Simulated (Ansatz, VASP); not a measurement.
**One calculation of C, two programs**

```
CELL_PARAMETERS angstrom
1.23248 0.71157 3.36094
-1.23248 0.71157 3.36094
0.00000 -1.42315 3.36094
ATOMIC_POSITIONS crystal
C 0.17953 0.17953 0.16899
C 0.82047 0.82047 0.83101
```

Change from the starting cell: mode 4 frozen in at +0.095 Å and mode 6 at +0.015 Å (largest displacements).

Alike in both runs: task single point; functional PBE; dispersion D3(BJ); k mesh 15 × 15 × 15; occupations gaussian, width 0.05 eV; no spin polarisation.

|  | VASP | Ansatz |
| --- | --- | --- |
| version | VASP 6.6.1 | Ansatz 0.2.0 |
| potentials or method | VASP PAW PBE potentials, release 64 (C), cutoff 520 eV | scalar-relativistic, plane waves, PAW |
| valence electrons in the cell | 8 | 8 |

Ansatz gave:

```
gap on the k mesh at the Fermi level (eV)                     : 0.13
least direct gap on the mesh (eV)                             : 0.13
pressure (GPa)                                                : -1.6
traceless stress, the component that is largest in VASP (GPa) : 4.10
rms of the force components (eV/Å)                            : 2.001
```

Question: Which values does VASP return?

Answer: gap on the k mesh at the Fermi level (eV): 0.14; least direct gap on the mesh (eV): 0.14; pressure (GPa): -1.1; traceless stress, the component that is largest in VASP (GPa): 4.42; rms of the force components (eV/Å): 1.996.

Atom by atom the forces differ by 0.008 eV/Å (rms over components).
